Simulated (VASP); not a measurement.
Write the native input for VASP 6.6.1 that does the following.

```
Task                   : single point
Functional             : PBEsol
Potentials or basis    : VASP PAW PBE potentials, release 64 (In_d, P)
Cutoff                 : 400 eV
k mesh                 : 6 × 6 × 4
Occupations            : fermi-dirac, width 0.05 eV
Spin                   : no spin polarisation
Dipole correction      : no
Further INCAR settings : ALGO = Normal; EDIFF = 1e-06; NBANDS = 26
```

The structure of InP lies in POSCAR:

```
InP
1.0
    2.9390050000      2.9390050000      0.0000000000
   -2.9390050000      2.9390050000      0.0000000000
    0.0000000000      0.0000000000      5.8738739094
In P
2 2
Direct
    0.0000000000      0.0000000000      0.0000000000
    0.5000000000      0.5000000000      0.5000000000
    0.5000000000      0.0000000000      0.2500000000
    0.0000000000      0.5000000000      0.7500000000
```

One way to write it, as run:

INCAR

```
SYSTEM = InP
PREC = Accurate ; ENCUT = 400
EDIFF = 1E-6 ; ISMEAR = -1
SIGMA = 0.05 ; LREAL = .FALSE.
LASPH = .TRUE. ; NELM = 120
ALGO = Normal ; ISIF = 2
LWAVE = .FALSE. ; LCHARG = .FALSE.
GGA = PS ; NBANDS = 26
GGA_COMPAT = .FALSE.
```

KPOINTS

```
regular mesh
0
G
  6 6 4
  0 0 0
```

Potentials or basis: VASP PAW PBE potentials, release 64 (In_d, P).

Command:

```bash
$ cat potpaw_PBE.64/In_d/POTCAR potpaw_PBE.64/P/POTCAR > POTCAR
$ mpirun -np 1 vasp_std > vasp.out
```

It gave:

* Pressure: 0.0 GPa
* Band gap on the k mesh: 0.57 eV

Caveat: the PAW data sets were made with another functional, which shifts forces and pressure a little; spin-orbit coupling is left out, which moves the levels of the heavy elements.

Run time: 39 s on 1 thread of Intel Xeon 6975P-C (shared host), peak memory 0.2 GiB.
